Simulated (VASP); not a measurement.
# Li2TiO2 (P6mm) in VASP: a series of runs

Runs on Li2TiO2. Level: PBE. Tasks: single point, relaxation of cell and atoms.

Program: VASP 6.6.1. These are calculated values, not measurements. Logs are shortened: lines on timing, memory, paths and dates and some standing lists are left out, and cuts for length are marked.

### Step 1. The cell of the first run

It takes space group P6mm (No. 183, hexagonal). Conventional cell: a = 4.160 Å, b = 4.160 Å, c = 3.541 Å, α = 90.00°, β = 90.00°, γ = 120.00°. Within 2.3 Å of Li (site symmetry 3m) lie 2 O at 1.77 Å. Ti (site symmetry 6mm) has 6 Li at 2.42 Å and 12 O at 2.83 to 3.15 Å within 3.2 Å. Within 2.3 Å of O (site symmetry 3m) lie 2 Li at 1.77 Å.

### Step 2. Single point, PBE, collinear spin, ferromagnetic start

The input, INCAR:

```
  PREC = Accurate
  ENCUT = 520
  EDIFF = 1E-6
  ISMEAR = 0
  SIGMA = 0.1
  LREAL = False
  LASPH = True
  NELM = 150
  ALGO = Normal
  ISIF = 2
  LWAVE = False
  LCHARG = False
  ISPIN = 2
  MAGMOM = 0 0 1 0 0
  LORBIT = 11
  LMAXMIX = 4
  GGA = PE
  NBANDS = 27
```

The input, KPOINTS:

```
regular mesh
0
Gamma
  6 6 6
```

The input, POSCAR:

```
Li2TiO2
1.0
    4.1597919300      0.0000000000      0.0000000000
   -2.0798959600      3.6024854800      0.0000000000
    0.0000000000      0.0000000000      3.5414787600
Li Ti O
2 1 2
Direct
    0.3333333300      0.6666666700      0.1566216700
    0.6666666700      0.3333333300      0.1566216700
    0.0000000000      0.0000000000      0.0804268700
    0.3333333300      0.6666666700      0.6555560900
    0.6666666700      0.3333333300      0.6555560900
```

Potentials or basis: VASP PAW PBE potentials, release 64 (Li_sv, Ti_sv, O).

Command:

```
cat potpaw_PBE.64/Li_sv/POTCAR potpaw_PBE.64/Ti_sv/POTCAR potpaw_PBE.64/O/POTCAR > POTCAR
mpirun -np 1 vasp_std > vasp.out
```

OUTCAR:

```text
PREC = Accurate
   ENCUT = 520
   EDIFF = 1E-6
   ISMEAR = 0
   LREAL = False
   LASPH = True
   NELM = 150
   ISIF = 2
   ISPIN = 2
   LORBIT = 11
   GGA = PE

 ion  position               nearest neighbor table
   1  0.333  0.667  0.157-   4 1.77   4 1.77   2 2.40   2 2.40   2 2.40   3 2.42   3 2.42   3 2.42

   2  0.667  0.333  0.157-   5 1.77   5 1.77   1 2.40   1 2.40   1 2.40   3 2.42   3 2.42   3 2.42

   3  0.000  0.000  0.080-   1 2.42   2 2.42   1 2.42   2 2.42   2 2.42   1 2.42
   4  0.333  0.667  0.656-   1 1.77   1 1.77
   5  0.667  0.333  0.656-   2 1.77   2 1.77

  LATTYP: Found a hexagonal cell.
 ALAT       =     4.1597919300
 C/A-ratio  =     0.8513595919

  Lattice vectors:

 A1 = (   4.1597919300,   0.0000000000,   0.0000000000)
 A2 = (  -2.0798959600,   3.6024854800,   0.0000000000)
 A3 = (   0.0000000000,   0.0000000000,   3.5414787600)

Analysis of symmetry for initial positions (statically):
=====================================================================
 Subroutine PRICEL returns:
 Original cell was already a primitive cell.

 Routine SETGRP: Setting up the symmetry group for a
 hexagonal supercell.

 Subroutine GETGRP returns: Found 12 space group operations
 (whereof 12 operations were pure point group operations)
 out of a pool of 24 trial point group operations.

The static configuration has the point symmetry C_6v.

Analysis of symmetry for dynamics (positions and initial velocities):
=====================================================================
 Subroutine PRICEL returns:
 Original cell was already a primitive cell.

 Routine SETGRP: Setting up the symmetry group for a
 hexagonal supercell.

 Subroutine GETGRP returns: Found 12 space group operations
 (whereof 12 operations were pure point group operations)
 out of a pool of 24 trial point group operations.

The dynamic configuration has the point symmetry C_6v.

Analysis of structural, dynamic, and magnetic symmetry:
=====================================================================
 Subroutine PRICEL returns:
 Original cell was already a primitive cell.

 Routine SETGRP: Setting up the symmetry group for a
 hexagonal supercell.

 Subroutine GETGRP returns: Found 12 space group operations
 (whereof 12 operations were pure point group operations)
 out of a pool of 24 trial point group operations.

The overall configuration has the point symmetry C_6v.

 Subroutine INISYM returns: Found 12 space group operations
 (whereof 12 operations are pure point group operations),
 and found     1 'primitive' translations

----------------------------------------------------------------------------------------

                                     Primitive cell

  volume of cell :      53.0711

  direct lattice vectors                    reciprocal lattice vectors
     4.159791930  0.000000000  0.000000000     0.240396639  0.138793064  0.000000000
    -2.079895960  3.602485480  0.000000000     0.000000000  0.277586129  0.000000000
     0.000000000  0.000000000  3.541478760     0.000000000  0.000000000  0.282367922

  length of vectors
     4.159791930  4.159791922  3.541478760     0.277586129  0.277586129  0.282367922

  position of ions in fractional coordinates (direct lattice)
     0.333333330  0.666666670  0.156621670
     0.666666670  0.333333330  0.156621670
     0.000000000  0.000000000  0.080426870
     0.333333330  0.666666670  0.655556090
     0.666666670  0.333333330  0.655556090

  ion indices of the primitive-cell ions
   primitive index   ion index
                 1           1
                 2           2
                 3           3
                 4           4
                 5           5

----------------------------------------------------------------------------------------

 KPOINTS: regular mesh

Automatic generation of k-mesh.
 Grid dimensions read from file:
 generate k-points for:    6    6    6

 Generating k-lattice:

  Cartesian coordinates                     Fractional coordinates (reciprocal lattice)
     0.040066107  0.023132177  0.000000000     0.166666667 -0.000000000  0.000000000
     0.000000000  0.046264355  0.000000000     0.000000000  0.166666667  0.000000000
     0.000000000  0.000000000  0.047061320     0.000000000  0.000000000  0.166666667

  Length of vectors
     0.046264355  0.046264355  0.047061320

  Shift w.r.t. Gamma in fractional coordinates (k-lattice)
     0.000000000  0.000000000  0.000000000

 Subroutine IBZKPT returns following result:
 ===========================================

 Found     28 irreducible k-points:

 Following reciprocal coordinates:
            Coordinates               Weight
  0.000000  0.000000  0.000000      1.000000
  0.166667 -0.000000  0.000000      6.000000
  0.333333 -0.000000  0.000000      6.000000
  0.500000 -0.000000  0.000000      3.000000
  0.166667  0.166667  0.000000      6.000000
  0.333333  0.166667  0.000000     12.000000
[... 16 lines left out ...]
  0.166667 -0.000000  0.500000      6.000000
  0.333333 -0.000000  0.500000      6.000000
 [... further k-points ...]
   k-points           NKPTS =     28   k-points in BZ     NKDIM =     28   number of bands    NBANDS=     27
   number of dos      NEDOS =    301   number of ions     NIONS =      5
   total plane-waves  NPLWV =  28672
   dimension x,y,z NGX =    32 NGY =   32 NGZ =   28
   dimension x,y,z NGXF=    64 NGYF=   64 NGZF=   56
   ions per type =               2   1   2
   NGX,Y,Z   is equivalent  to a cutoff of  12.79, 12.79, 13.14 a.u.
   NGXF,Y,Z  is equivalent  to a cutoff of  25.58, 25.58, 26.29 a.u.
 SYSTEM =  unknown system
   PREC   = accura    normal or accurate (medium, high low for compatibility)
   ISTART =      0    job   : 0-new  1-cont  2-samecut
   ICHARG =      2    charge: 1-file 2-atom 10-const
   ISPIN  =      2    spin polarized calculation?
   LNONCOLLINEAR =      F non collinear calculations
   LSORBIT =      F    spin-orbit coupling
   LASPH  =      T    aspherical Exc in radial PAW
   ENCUT  =  520.0 eV  38.22 Ry    6.18 a.u.   7.73  7.73  6.58*2*pi/ulx,y,z
   NELM   =    150;   NELMIN=  2; NELMDL= -5     # of ELM steps
   EDIFF  = 0.1E-05   stopping-criterion for ELM
   LREAL  =      F    real-space projection
   EDIFFG = 0.1E-04   stopping-criterion for IOM
   NSW    =      0    number of steps for IOM
   IBRION =     -1    ionic relax: 0-MD 1-quasi-New 2-CG
   NFREE  =      0    steps in history (QN), initial steepest desc. (CG)
   ISIF   =      2    stress and relaxation
   ISYM   =      2    0-nonsym 1-usesym 2-fastsym
   POTIM  = 0.5000    time-step for ionic-motion
   TEBEG  =    0.0;   TEEND  =   0.0 temperature during run
   PSTRESS=    0.0 pullay stress
   NELECT =      30.0000    total number of electrons
   NUPDOWN=      -1.0000    fix difference up-down
   EMIN   =  10.00;   EMAX   =-10.00  energy-range for DOS
   EFERMI =   0.00;   METHOD = LEGACY
   ISMEAR =     0;   SIGMA  =   0.10  broadening in eV -4-tet -1-fermi 0-gaus
   EFERMI_NEDOS =   21; number of points for ismear=-14 and -15
   IALGO  =     38    algorithm
   IMIX   =      4    mixing-type and parameters
     AMIX     =   0.40;   BMIX     =  1.00
     AMIX_MAG =   1.60;   BMIX_MAG =  1.00
  volume/ion in A,a.u.               =      10.61        71.63
  Fermi-wavevector in a.u.,A,eV,Ry     =   1.353617  2.557965 24.929664  1.832279
  Thomas-Fermi vector in A             =   2.480857
   LORBIT       =     11    0 simple, 1 ext, 2 COOP (PROOUT), +10 PAW based schemes
   GGA     = PE    functional components
   LHFCALC =     F    Hartree Fock is set to
   AEXX    =    0.0000 exact exchange contribution
   IVDW    =     0    specifies the selected vdW correction
   LEPSILON=     F    determine dielectric tensor
   LRPA    =     F    only Hartree local field effects (RPA)
 spin polarized calculation
 Gauss-broadening in eV      SIGMA  =   0.10
  energy-cutoff  :      520.00
  volume of cell :       53.07
 maximum number of plane-waves:      1443
 NGX is ok and might be reduce to    32
   NGX = 15   NGY = 15   NGZ = 13

 number of electron      30.0000008 magnetization       0.0033930

 number of electron      30.0000008 magnetization      -0.0009574

 Free energy of the ion-electron system (eV)
  ---------------------------------------------------
  ext. energy  EPLUGINS =         0.00000000
  ---------------------------------------------------
  free energy    TOTEN  =       -20.93742528 eV

  energy without entropy =      -20.92501626  energy(sigma->0) =      -20.93122077

 E-fermi :   4.9132     XC(G=0): -10.4242

 val. band max:        4.9028229148   @ k =   0.3333   0.3333   0.3333
 cond. band min:       4.9211877572   @ k =   0.3333   0.3333   0.5000
 fundamental gap:      0.0183648424
 Fermi energy:         4.9132007757

 spin component 1

 k-point     1 :       0.0000    0.0000    0.0000
  band No.  band energies     occupation
      1     -52.7754      1.00000
      2     -40.4404      1.00000
      3     -40.3200      1.00000
      4     -29.1457      1.00000
      5     -29.1457      1.00000
      6     -28.8922      1.00000
[... 709 lines left out ...]
     26      17.3798      0.00000
     27      19.4594      0.00000

 [... further k-points ...]

 spin component 2

 k-point     1 :       0.0000    0.0000    0.0000
  band No.  band energies     occupation
      1     -52.7730      1.00000
      2     -40.4402      1.00000
      3     -40.3199      1.00000
      4     -29.1424      1.00000
      5     -29.1424      1.00000
      6     -28.8916      1.00000
[... 709 lines left out ...]
     26      17.3821      0.00000
     27      19.4592      0.00000

 [... further k-points ...]

------------------------ aborting loop because EDIFF is reached ----------------------------------------

  FORCE on cell =-STRESS in cart. coord.  units (eV):
  Direction    XX          YY          ZZ          XY          YZ          ZX
  --------------------------------------------------------------------------------------
  -------------------------------------------------------------------------------------
  Total        7.2742362      7.2742362    -11.1371827      0.0000000      0.0000000      0.0000000
  in kB      219.6036194    219.6036186   -336.2230143      0.0000003      0.0000000      0.0000000
  external PRESSURE =      34.3280746 kB  Pullay stress =       0.0000000 kB

 VOLUME and BASIS-vectors are now :
 -----------------------------------------------------------------------------
  energy-cutoff  :      520.00
  volume of cell :       53.07
      direct lattice vectors                 reciprocal lattice vectors
     4.159791930  0.000000000  0.000000000     0.240396639  0.138793064  0.000000000
    -2.079895960  3.602485480  0.000000000     0.000000000  0.277586129  0.000000000
     0.000000000  0.000000000  3.541478760     0.000000000  0.000000000  0.282367922

 POSITION                                       TOTAL-FORCE (eV/Angst)
 -----------------------------------------------------------------------------------
     -0.00000      2.40166      0.55467        -0.000000      0.000000      0.132890
      2.07990      1.20083      0.55467         0.000000     -0.000000      0.132890
      0.00000      0.00000      0.28483         0.000000     -0.000000     -1.311979
     -0.00000      2.40166      2.32164         0.000000     -0.000000      0.523100
      2.07990      1.20083      2.32164        -0.000000      0.000000      0.523100
 -----------------------------------------------------------------------------------
    total drift:                                0.000000      0.000000      0.001608

  FREE ENERGIE OF THE ION-ELECTRON SYSTEM (eV)
  ---------------------------------------------------
  free  energy   TOTEN  =       -20.9374252781 eV

  energy  without entropy=      -20.9250162624  energy(sigma->0) =      -20.93122077

 total charge

# of ion       s       p       d       tot
------------------------------------------
    1        2.064   0.147   0.000   2.211
    2        2.064   0.147   0.000   2.211
    3        2.142   5.988   1.988  10.117
    4        1.596   3.263   0.000   4.859
    5        1.596   3.263   0.000   4.859
--------------------------------------------------
tot          9.461  12.808   1.988  24.257

 magnetization (x)

# of ion       s       p       d       tot
------------------------------------------
    1        0.000   0.000   0.000   0.000
    2        0.000   0.000   0.000   0.000
    3        0.000   0.000   0.003   0.003
    4       -0.000  -0.002   0.000  -0.002
    5       -0.000  -0.002   0.000  -0.002
--------------------------------------------------
tot          0.000  -0.004   0.003  -0.001
```

It took 75 s on 1 thread of Intel Xeon 6975P-C (Granite Rapids), shared host; peak memory 0.23 GiB.

What came out:

```
Free energy                                           : -20.9374 eV
Largest force                                         : 1.312 eV/Å
Band gap on the k mesh                                : zero (filled and empty bands overlap)
Net moment                                            : 0.00 μB per cell
Valence electrons inside the program's atomic spheres : Li 2.21; Ti 10.12; O 4.86
```

Forces on the atoms (eV/Å):
```
Li   0.000  0.000  0.133
Li   0.000  0.000  0.133
Ti   0.000  0.000 -1.312
O    0.000  0.000  0.523
O    0.000  0.000  0.523
```

Caveat: the cutoff is under 1.25 times the usual one of these potentials, so pressure, stress and relaxed cells hold a basis-set (Pulay) error; forces of over 1 eV/Å act on the atoms, so gaps and moduli don't describe the material at rest.

### Step 3. Relaxation of cell and atoms, PBE, collinear spin, ferromagnetic start

The input, INCAR:

```
PREC = Accurate
ENCUT = 600
EDIFF = 1E-7
ISMEAR = 0
SIGMA = 0.1
LREAL = F
LASPH = T
NELM = 150
ALGO = Normal
ISIF = 3
LWAVE = F
LCHARG = F
ISPIN = 2
MAGMOM = 0 0 1 0 0
LORBIT = 11
LMAXMIX = 4
GGA = PE
IBRION = 2
NSW = 90
EDIFFG = -0.04
```

The input, KPOINTS:

```
Automatic mesh
0
Gamma
  6 6 6
```

POSCAR is that of step 2.

Potentials or basis: VASP PAW PBE potentials, release 64 (Li_sv, Ti_sv, O).

Command:

```
cat potpaw_PBE.64/Li_sv/POTCAR potpaw_PBE.64/Ti_sv/POTCAR potpaw_PBE.64/O/POTCAR > POTCAR
mpirun -np 1 vasp_std > vasp.out
```

It took 14 min on 1 thread of Intel Xeon 6975P-C (Granite Rapids), shared host; peak memory 0.26 GiB.

It converged, with:

* Free energy: -28.2083 eV
* Relaxed volume: 9.76 Å³/atom
* Relaxed cell: a = 3.909 Å, b = 3.909 Å, c = 3.688 Å, α = 90.00°, β = 90.00°, γ = 120.00°
* Space group after relaxing (to 0.05 Å): P6/mmm (No. 191)
* Energy gained by relaxing: 1453.2 meV/atom
* Ionic steps: 22
* Pressure after relaxing: 0.0 GPa
* Largest force after relaxing: 0.003 eV/Å
* Band gap on the k mesh: zero (filled and empty bands overlap)
* Net moment: 0.00 μB per cell
* Valence electrons inside the program's atomic spheres: Li 2.14; Ti 10.00; O 4.98

Forces on the atoms (eV/Å):
```
Li   0.000  0.000  0.003
Li   0.000  0.000  0.003
Ti   0.000  0.000 -0.001
O    0.000  0.000 -0.003
O    0.000  0.000 -0.003
```

Stress tensor (GPa, compression positive):
```
-0.14  0.00  0.00
 0.00 -0.14  0.00
 0.00  0.00  0.27
```

Step by step:
```tsv
step	energy change (eV)	largest force (eV/Å)	pressure (GPa)	volume (Å³)
1	0.0000	1.3130	3.26	53.07
2	-1.2009	1.6669	10.30	54.16
3	-1.2134	1.6426	9.23	54.13
4	-1.6053	2.2651	2.43	59.45
5	-1.9237	2.8429	-6.94	71.09
6	-2.0993	2.9326	-8.43	73.01
7	-2.4222	2.5849	-12.06	78.97
8	-2.9389	2.5163	-12.07	76.87
9	-4.3045	1.5839	-11.79	70.74
10	-4.1774	4.9584	-4.47	59.26
11	-4.8832	2.4362	-10.43	65.99
12	-5.6811	1.8240	-11.18	61.25
13	-6.0517	3.2414	-9.65	56.89
14	-6.0792	3.7346	-8.62	55.61
15	-6.5780	3.1029	-6.20	52.88
16	-7.1436	1.1329	3.20	47.71
17	-7.1559	0.8586	6.94	46.44
18	-7.1592	0.8805	5.80	46.81
19	-7.2541	0.1598	2.51	47.83
20	-7.2616	0.2275	1.46	48.23
21	-7.2655	0.0630	0.39	48.65
22	-7.2659	0.0034	0.00	48.80
```

Final structure:
```
CELL_PARAMETERS angstrom
3.90909 0.00000 0.00000
-1.95455 3.38537 0.00000
0.00000 0.00000 3.68792
ATOMIC_POSITIONS crystal
Li 0.33333 0.66667 0.24090
Li 0.66667 0.33333 0.24090
Ti 0.00000 0.00000 0.74098
O 0.33333 0.66667 0.74100
O 0.66667 0.33333 0.74100
```

Levels at points of the mesh, in eV from the Fermi level:
Spin up:
```tsv
k point	band 11	band 12	band 13	band 14	band 15	band 16	band 17	band 18	band 19	band 20
(0.00, 0.00, 0.00)	-5.28	-2.65	-2.05	-1.59	-1.59	1.01	1.01	3.14	3.58	3.58
(0.50, 0.00, 0.00)	-4.84	-3.61	-2.11	-1.85	-1.49	0.85	1.62	1.77	3.40	4.02
(0.00, 0.00, 0.50)	-5.50	-2.08	-1.39	-1.39	0.28	0.28	1.47	2.25	3.59	3.59
(0.50, 0.00, 0.50)	-4.78	-3.49	-2.04	-1.64	-0.40	0.62	1.40	1.61	1.78	3.41
```
Spin down:
| k point | band 12 | band 13 | band 14 | band 15 | band 16 | band 17 | band 18 | band 19 |
| --- | --- | --- | --- | --- | --- | --- | --- | --- |
| (0.00, 0.00, 0.00) | -2.65 | -2.05 | -1.59 | -1.59 | 1.01 | 1.01 | 3.14 | 3.58 |
| (0.50, 0.00, 0.00) | -3.61 | -2.11 | -1.85 | -1.49 | 0.85 | 1.62 | 1.77 | 3.40 |
| (0.00, 0.00, 0.50) | -2.08 | -1.39 | -1.39 | 0.28 | 0.28 | 1.47 | 2.25 | 3.59 |
| (0.50, 0.00, 0.50) | -3.49 | -2.04 | -1.64 | -0.40 | 0.62 | 1.40 | 1.61 | 1.78 |

Caveat: the cutoff is under 1.25 times the usual one of these potentials, so pressure, stress and relaxed cells hold a basis-set (Pulay) error.
